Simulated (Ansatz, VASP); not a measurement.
**WC in VASP and in Ansatz**

```
CELL_PARAMETERS angstrom
2.87120 0.00000 0.00000
-1.43560 2.48653 0.00000
0.00000 0.00000 2.80042
ATOMIC_POSITIONS crystal
W 0.00000 0.00000 0.00000
C 0.66667 0.33333 0.50000
```

Change from the starting cell: volume scaled by 0.97.

Alike in both runs: task single point; functional PBE; k mesh 13 × 13 × 12; occupations fermi-dirac, width 0.05 eV; no spin polarisation.

|  | VASP | Ansatz |
| --- | --- | --- |
| version | VASP 6.6.1 | Ansatz 0.2.0 |
| potentials or method | VASP PAW PBE potentials, release 64 (W_sv, C), cutoff 520 eV | all-electron LAPW, scalar-relativistic |

Ansatz gave:

| Item | Value |
| --- | --- |
| pressure (GPa) | 22.1 |
| traceless stress, the component that is largest in VASP (GPa) | 1.39 |

Question: Estimate VASP's values.

Answer: Pressure (GPa): 23.4; traceless stress, the component that is largest in VASP (GPa): 1.63.

Ansatz ran all-electron here, and VASP with PAW potentials.

Neither program's run includes spin-orbit coupling.
